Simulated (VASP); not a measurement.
A run of VASP 6.6.1:

INCAR

```
SYSTEM = Cu
ALGO = Fast
EDIFF = 1E-6
ENCUT = 520
GGA = PE
ISIF = 2
ISMEAR = 0
LASPH = .True.
LCHARG = .False.
LREAL = .False.
LWAVE = .False.
NBANDS = 12
NELM = 80
PREC = Accurate
SIGMA = 0.15
```

Contents of KPOINTS:

```
k-points
0
Gamma
  22 22 22
  0 0 0
```

The input POSCAR:

```
Cu
1.0
   -1.4732621059      1.4732621059      1.3359000000
    1.4732621059     -1.4732621059      1.3359000000
    1.4732621059      1.4732621059     -1.3359000000
Cu
1
Direct
    0.0000000000      0.0000000000      0.0000000000
```

Potentials or basis: VASP PAW PBE potentials, release 64 (Cu).

Command:

```console
$ cat potpaw_PBE.64/Cu/POTCAR > POTCAR
$ mpirun -np 1 vasp_std > vasp.out
```

Hardware: 1 thread of Intel Xeon 8259CL, with other jobs on the host.

Question: How long does it take, and how much memory?

Answer: Wall time 2.4 min on 1 thread of Intel Xeon 8259CL, on a shared host, peak memory 0.22 GiB. Counts: scf iterations 13, k points 834.
